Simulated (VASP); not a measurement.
# ZnS (F-43m) in VASP: notebook

The runs below take ZnS through single point, with LDA.

All numbers are computed with VASP 6.6.1; they aren't measurements. Logs are shortened: lines on timing, memory, paths and dates and some standing lists are left out, and cuts for length are marked.

## Step 1: The cell of the first run

It takes space group F-43m (No. 216, cubic). The conventional cell has a = 5.072 Å, b = 5.072 Å, c = 5.072 Å, α = 90.00°, β = 90.00°, γ = 90.00°. Within 2.9 Å of Zn (site symmetry -43m) lie 4 S at 2.20 Å. S (site symmetry -43m) has 4 Zn at 2.20 Å within 2.9 Å.

## Step 2: Single point, LDA

The input, INCAR:

```
SYSTEM = ZnS
PREC     = Accurate       ! precision mode
ENCUT    = 520            ! plane-wave cutoff, eV
EDIFF    = 1E-6           ! SCF threshold, eV
ISMEAR   = 0              ! smearing method
SIGMA    = 0.01           ! smearing width, eV
LREAL    = .FALSE.        ! projectors in reciprocal space
LASPH    = .TRUE.         ! aspherical terms in the spheres
NELM     = 60             ! most SCF steps
ALGO     = Normal         ! electronic algorithm
ISIF     = 2              ! what is computed and relaxed
LWAVE    = .FALSE.        ! write WAVECAR
LCHARG   = .TRUE.         ! write CHGCAR
GGA      = CA             ! functional
LELF     = .TRUE.         ! ELF
LVHAR    = .TRUE.       
NBANDS   = 16             ! bands
```

The input, KPOINTS:

```
Automatic mesh
0
G
  8 8 8
  0 0 0
```

The input, POSCAR:

```
ZnS
1.0
    2.5361130451      2.5361130451      0.0000000000
   -2.5361130451      2.5361130451      0.0000000000
    0.0000000000      2.5361130451      2.5361130451
Zn S
1 1
Direct
    0.7500000000      0.2500000000      0.5000000000
    0.0000000000      0.0000000000      0.0000000000
```

Potentials or basis: VASP PAW LDA potentials, release 64 (Zn, S).

Launch:

```
$ cat potpaw_LDA.64/Zn/POTCAR potpaw_LDA.64/S/POTCAR > POTCAR
$ mpirun -np 1 vasp_std > vasp.out
```

OUTCAR:

```text
SYSTEM = ZnS
   PREC = Accurate
   ENCUT = 520
   EDIFF = 1E-6
   ISMEAR = 0
   LREAL = .FALSE.
   LASPH = .TRUE.
   NELM = 60
   ISIF = 2
   GGA = CA

 ion  position               nearest neighbor table
   1  0.750  0.250  0.500-   2 2.20   2 2.20   2 2.20   2 2.20
   2  0.000  0.000  0.000-   1 2.20   1 2.20   1 2.20   1 2.20

  LATTYP: Found a face centered cubic cell.
 ALAT       =     5.0722260902

  Lattice vectors:

 A1 = (   0.0000000000,   2.5361130451,   2.5361130451)
 A2 = (   2.5361130451,   0.0000000000,   2.5361130451)
 A3 = (   2.5361130451,   2.5361130451,   0.0000000000)

Analysis of symmetry for initial positions (statically):
=====================================================================
 Subroutine PRICEL returns:
 Original cell was already a primitive cell.

 Routine SETGRP: Setting up the symmetry group for a
 face centered cubic supercell.

 Subroutine GETGRP returns: Found 24 space group operations
 (whereof 24 operations were pure point group operations)
 out of a pool of 48 trial point group operations.

The static configuration has the point symmetry T_d .

Analysis of symmetry for dynamics (positions and initial velocities):
=====================================================================
 Subroutine PRICEL returns:
 Original cell was already a primitive cell.

 Routine SETGRP: Setting up the symmetry group for a
 face centered cubic supercell.

 Subroutine GETGRP returns: Found 24 space group operations
 (whereof 24 operations were pure point group operations)
 out of a pool of 48 trial point group operations.

The dynamic configuration has the point symmetry T_d .

 Subroutine INISYM returns: Found 24 space group operations
 (whereof 24 operations are pure point group operations),
 and found     1 'primitive' translations

----------------------------------------------------------------------------------------

                                     Primitive cell

  volume of cell :      32.6239

  direct lattice vectors                    reciprocal lattice vectors
     2.536113045  2.536113045  0.000000000     0.197152095  0.197152095 -0.197152095
    -2.536113045  2.536113045  0.000000000    -0.197152095  0.197152095 -0.197152095
     0.000000000  2.536113045  2.536113045     0.000000000  0.000000000  0.394304190

  length of vectors
     3.586605464  3.586605464  3.586605464     0.341477445  0.341477445  0.394304190

  position of ions in fractional coordinates (direct lattice)
     0.750000000  0.250000000  0.500000000
     0.000000000  0.000000000  0.000000000

  ion indices of the primitive-cell ions
   primitive index   ion index
                 1           1
                 2           2

----------------------------------------------------------------------------------------

 KPOINTS: Automatic mesh

Automatic generation of k-mesh.
 Grid dimensions read from file:
 generate k-points for:    8    8    8

 Generating k-lattice:

  Cartesian coordinates                     Fractional coordinates (reciprocal lattice)
     0.024644012  0.024644012 -0.024644012     0.125000000  0.000000000  0.000000000
    -0.024644012  0.024644012 -0.024644012     0.000000000  0.125000000  0.000000000
     0.000000000  0.000000000  0.049288024     0.000000000  0.000000000  0.125000000

  Length of vectors
     0.042684681  0.042684681  0.049288024

  Shift w.r.t. Gamma in fractional coordinates (k-lattice)
     0.000000000  0.000000000  0.000000000

 Subroutine IBZKPT returns following result:
 ===========================================

 Found     29 irreducible k-points:

 Following reciprocal coordinates:
            Coordinates               Weight
  0.000000  0.000000  0.000000      1.000000
  0.125000  0.000000  0.000000      8.000000
  0.250000  0.000000  0.000000      8.000000
  0.375000  0.000000  0.000000      8.000000
  0.500000  0.000000  0.000000      4.000000
  0.125000  0.125000  0.000000     12.000000
[... 16 lines left out ...]
  0.375000  0.250000  0.125000     48.000000
  0.500000  0.250000  0.125000     24.000000
 [... further k-points ...]
   k-points           NKPTS =     29   k-points in BZ     NKDIM =     29   number of bands    NBANDS=     16
   number of dos      NEDOS =    301   number of ions     NIONS =      2
   total plane-waves  NPLWV =  21952
   dimension x,y,z NGX =    28 NGY =   28 NGZ =   28
   dimension x,y,z NGXF=    56 NGYF=   56 NGZF=   56
   ions per type =               1   1
   NGX,Y,Z   is equivalent  to a cutoff of  12.98, 12.98, 12.98 a.u.
   NGXF,Y,Z  is equivalent  to a cutoff of  25.96, 25.96, 25.96 a.u.
 SYSTEM =  ZnS
   PREC   = accura    normal or accurate (medium, high low for compatibility)
   ISTART =      0    job   : 0-new  1-cont  2-samecut
   ICHARG =      2    charge: 1-file 2-atom 10-const
   ISPIN  =      1    spin polarized calculation?
   LNONCOLLINEAR =      F non collinear calculations
   LSORBIT =      F    spin-orbit coupling
   LASPH  =      T    aspherical Exc in radial PAW
   ENCUT  =  520.0 eV  38.22 Ry    6.18 a.u.   6.67  6.67  6.67*2*pi/ulx,y,z
   NELM   =     60;   NELMIN=  2; NELMDL= -5     # of ELM steps
   EDIFF  = 0.1E-05   stopping-criterion for ELM
   LREAL  =      F    real-space projection
   EDIFFG = 0.1E-04   stopping-criterion for IOM
   NSW    =      0    number of steps for IOM
   IBRION =     -1    ionic relax: 0-MD 1-quasi-New 2-CG
   NFREE  =      0    steps in history (QN), initial steepest desc. (CG)
   ISIF   =      2    stress and relaxation
   ISYM   =      2    0-nonsym 1-usesym 2-fastsym
   POTIM  = 0.5000    time-step for ionic-motion
   TEBEG  =    0.0;   TEEND  =   0.0 temperature during run
   PSTRESS=    0.0 pullay stress
   NELECT =      18.0000    total number of electrons
   NUPDOWN=      -1.0000    fix difference up-down
   EMIN   =  10.00;   EMAX   =-10.00  energy-range for DOS
   EFERMI =   0.00;   METHOD = LEGACY
   ISMEAR =     0;   SIGMA  =   0.01  broadening in eV -4-tet -1-fermi 0-gaus
   EFERMI_NEDOS =   21; number of points for ismear=-14 and -15
   IALGO  =     38    algorithm
   IMIX   =      4    mixing-type and parameters
     AMIX     =   0.40;   BMIX     =  1.00
     AMIX_MAG =   1.60;   BMIX_MAG =  1.00
  volume/ion in A,a.u.               =      16.31       110.08
  Fermi-wavevector in a.u.,A,eV,Ry     =   1.342725  2.537382 24.530084  1.802910
  Thomas-Fermi vector in A             =   2.470856
   LORBIT       =      0    0 simple, 1 ext, 2 COOP (PROOUT), +10 PAW based schemes
   GGA     = CA    functional components
   LHFCALC =     F    Hartree Fock is set to
   AEXX    =    0.0000 exact exchange contribution
   IVDW    =     0    specifies the selected vdW correction
   LEPSILON=     F    determine dielectric tensor
   LRPA    =     F    only Hartree local field effects (RPA)
 non-spin polarized calculation
 Gauss-broadening in eV      SIGMA  =   0.01
  energy-cutoff  :      520.00
  volume of cell :       32.62
 maximum number of plane-waves:       893
   NGX = 13   NGY = 13   NGZ = 13

 number of electron      18.0000010 magnetization

 Free energy of the ion-electron system (eV)
  ---------------------------------------------------
  ext. energy  EPLUGINS =         0.00000000
  ---------------------------------------------------
  free energy    TOTEN  =        -8.00885223 eV

  energy without entropy =       -8.00885223  energy(sigma->0) =       -8.00885223

 E-fermi :   4.0776     XC(G=0): -10.9357

 val. band max:        3.9383988030   @ k =   0.0000   0.0000   0.0000
 cond. band min:       6.6611855295   @ k =   0.5000   0.5000   0.0000
 fundamental gap:      2.7227867265
 Fermi energy:         4.0775553816

 k-point     1 :       0.0000    0.0000    0.0000
  band No.  band energies     occupation
      1     -10.6951      2.00000
      2      -3.5297      2.00000
      3      -3.5297      2.00000
      4      -3.5297      2.00000
      5      -2.8043      2.00000
      6      -2.8043      2.00000
[... 8 lines left out ...]
     15      15.8918      0.00000
     16      16.5447      0.00000

 k-point     2 :       0.1250    0.0000    0.0000
  band No.  band energies     occupation
      1     -10.5333      2.00000
      2      -3.5465      2.00000
      3      -3.4996      2.00000
      4      -3.4996      2.00000
      5      -2.8077      2.00000
      6      -2.8077      2.00000
[... 8 lines left out ...]
     15      15.1617      0.00000
     16      17.1869      0.00000

 k-point     3 :       0.2500    0.0000    0.0000
  band No.  band energies     occupation
      1     -10.1016      2.00000
      2      -3.5420      2.00000
      3      -3.4345      2.00000
      4      -3.4345      2.00000
      5      -2.8035      2.00000
      6      -2.8035      2.00000
[... 8 lines left out ...]
     15      14.9486      0.00000
     16      16.3918      0.00000

 k-point     4 :       0.3750    0.0000    0.0000
  band No.  band energies     occupation
      1      -9.5907      2.00000
      2      -3.3850      2.00000
      3      -3.3850      2.00000
      4      -3.3569      2.00000
      5      -2.7758      2.00000
      6      -2.7758      2.00000
[... 8 lines left out ...]
     15      16.2942      0.00000
     16      16.2942      0.00000
[... 324 lines left out ...]
 k-point    22 :       0.2500    0.2500    0.1250
  band No.  band energies     occupation
      1      -9.7572      2.00000
      2      -3.5905      2.00000
      3      -3.3528      2.00000
      4      -3.3169      2.00000
      5      -2.8495      2.00000
      6      -2.7437      2.00000
[... 8 lines left out ...]
     15      17.1972      0.00000
     16      19.7064      0.00000

 k-point    23 :       0.3750    0.2500    0.1250
  band No.  band energies     occupation
      1      -9.3240      2.00000
      2      -3.4442      2.00000
      3      -3.3224      2.00000
      4      -3.1793      2.00000
      5      -2.7882      2.00000
      6      -2.7131      2.00000
[... 8 lines left out ...]
     15      18.4703      0.00000
     16      19.0034      0.00000

 k-point    24 :       0.5000    0.2500    0.1250
  band No.  band energies     occupation
      1      -9.1238      2.00000
      2      -3.3868      2.00000
      3      -3.2834      2.00000
      4      -2.9608      2.00000
      5      -2.7906      2.00000
      6      -2.4369      2.00000
[... 8 lines left out ...]
     15      17.9264      0.00000
     16      19.0559      0.00000

 [... further k-points ...]

------------------------ aborting loop because EDIFF is reached ----------------------------------------

  FORCE on cell =-STRESS in cart. coord.  units (eV):
  Direction    XX          YY          ZZ          XY          YZ          ZX
  --------------------------------------------------------------------------------------
  -------------------------------------------------------------------------------------
  Total        3.1398691      3.1398691      3.1398691      0.0000000     -0.0000000      0.0000000
  in kB      154.2006862    154.2006862    154.2006862      0.0000000     -0.0000000      0.0000000
  external PRESSURE =     154.2006862 kB  Pullay stress =       0.0000000 kB

 VOLUME and BASIS-vectors are now :
 -----------------------------------------------------------------------------
  energy-cutoff  :      520.00
  volume of cell :       32.62
      direct lattice vectors                 reciprocal lattice vectors
     2.536113045  2.536113045  0.000000000     0.197152095  0.197152095 -0.197152095
    -2.536113045  2.536113045  0.000000000    -0.197152095  0.197152095 -0.197152095
     0.000000000  2.536113045  2.536113045     0.000000000  0.000000000  0.394304190

 POSITION                                       TOTAL-FORCE (eV/Angst)
 -----------------------------------------------------------------------------------
      1.26806      3.80417      1.26806        -0.000000      0.000000      0.000000
      0.00000      0.00000      0.00000         0.000000     -0.000000     -0.000000
 -----------------------------------------------------------------------------------
    total drift:                               -0.000000      0.000000     -0.000000

  FREE ENERGIE OF THE ION-ELECTRON SYSTEM (eV)
  ---------------------------------------------------
  free  energy   TOTEN  =        -8.0088522314 eV

  energy  without entropy=       -8.0088522314  energy(sigma->0) =       -8.00885223
```

Run time: 35 s. Hardware: 1 thread of AMD EPYC 7R13, shared host; peak memory 0.11 GiB.

What came out:

```
Free energy            : -8.0089 eV
Pressure               : 15.4 GPa
Band gap on the k mesh : 2.72 eV, indirect (least direct gap 2.78 eV)
```

## Step 3: Single point, LDA

The input, INCAR:

```
  PREC = Accurate
  ENCUT = 520
  EDIFF = 1E-6
  ISMEAR = 0
  SIGMA = 0.01
  LREAL = False
  LASPH = True
  NELM = 80
  ALGO = Normal
  ISIF = 2
  LWAVE = False
  LCHARG = False
  NBANDS = 16
```

The input, KPOINTS:

```
Automatic mesh
0
Gamma
  8 8 8
```

POSCAR is that of step 2.

Potentials or basis: VASP PAW LDA potentials, release 64 (Zn, S).

Launch:

```
$ cat potpaw_LDA.64/Zn/POTCAR potpaw_LDA.64/S/POTCAR > POTCAR
$ mpirun -np 1 vasp_std > vasp.out
```

It took 33 s on 1 thread of AMD EPYC 7R13, shared host; peak memory 0.11 GiB.

It converged, with:

```yaml
Free_energy: -8.0089 eV
Pressure: 15.4 GPa
Band_gap_on_the_k_mesh: 2.72 eV, indirect (least direct gap 2.78 eV)
```

Levels at points of the mesh, in eV from the valence-band top:
```
           k point  band 5  band 6  band 7  band 8  band 9  band 10  band 11  band 12  band 13  band 14
(0.00, 0.00, 0.00)   -6.74   -6.74    0.00    0.00    0.00     2.78     6.05     6.05     6.05    11.95
(0.50, 0.00, 0.00)   -6.69   -6.69   -6.40   -1.19   -1.19     3.46     6.62     6.62     9.24    12.90
(0.50, 0.50, 0.00)   -6.62   -6.45   -5.48   -3.02   -3.02     2.72     3.75    12.24    13.11    13.11
```

[end of part 1 of 2]
